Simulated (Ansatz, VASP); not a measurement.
**One calculation of Sn, two programs**

```xyz
6
Lattice="4.7067 0.0000 0.0000 -2.3534 4.0761 0.0000 0.0000 0.0000 23.6468" Properties=species:S:1:pos:R:3 pbc="T T T"
Sn    0.0000    2.7174    7.4613
Sn    0.0000    0.0000    8.3953
Sn    0.0000    0.0000   11.3519
Sn    2.3534    1.3587   12.2949
Sn    2.3534    1.3587   15.2515
Sn    0.0000    2.7174   16.1854
```

Alike in both runs: functional PBE; k mesh 9 × 9 × 1; occupations gaussian, width 0.1 eV; no spin polarisation.

Ansatz relaxed the structure, and its values are those at the end. VASP's run is a single point on that final structure, the one shown.

```csv
,VASP,Ansatz
version,VASP 6.6.1,Ansatz 0.2.0
potentials or method,"VASP PAW PBE potentials, release 64 (Sn_d), cutoff 520 eV","scalar-relativistic, plane waves, PAW"
valence electrons in the cell,84,84
```

```tsv
	VASP	Ansatz	Ansatz less VASP
gap on the k mesh at the Fermi level (eV)	none	none	-
rms of the force components (eV/Å)	0.007	0.007	-0.0001
```

A gap of «none» marks a metal or a gap that the smearing closes. Ansatz's warnings: xc potential rough in thin density.
